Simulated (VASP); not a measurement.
A run of VASP 6.6.1 is set up as follows.

The input INCAR:

```
ALGO = Normal
EDIFF = 1E-6
ENCUT = 600
GGA = PE
GGA_COMPAT = False
ISIF = 2
ISMEAR = -1
ISPIN = 2
LASPH = True
LCHARG = True
LELF = True
LMAXMIX = 6
LORBIT = 11
LREAL = False
LVHAR = True
LWAVE = False
MAGMOM = 3.54 -3.54
NBANDS = 32
NELM = 200
PREC = Accurate
SIGMA = 0.05
```

File KPOINTS:

```
k-points
0
Gamma
  13 13 7
```

File POSCAR:

```
Ho
1.0
    3.6103180724      0.0000000000      0.0000000000
   -1.8051590362      3.1266271664      0.0000000000
    0.0000000000      0.0000000000      5.8376020754
Ho
2
Direct
    0.3333333333      0.6666666667      0.2500000000
    0.6666666667      0.3333333333      0.7500000000
```

Potentials or basis: VASP PAW PBE potentials, release 64 (Ho).

The run is started by

```bash
$ cat potpaw_PBE.64/Ho/POTCAR > POTCAR
$ mpirun -np 1 vasp_std > vasp.out
```

(1) What does it give for the net moment?

(2) Estimate the band gap on the k mesh.

(3) What does it give for the pressure?

(4) Estimate the site moments.

## Answers

(1) 0.00 μB per cell.

(2) zero (filled and empty bands overlap).

(3) 1.0 GPa.

(4) Ho +3.46, -3.46 μB.

Caveat: the magnetic or orbital state may not be the lowest; the antiferromagnetic order is the one typed at the start, and another may lie lower; spin-orbit coupling is left out, which moves the levels of the heavy elements; semilocal functionals describe open f shells poorly, which spoils levels, moments and volumes.
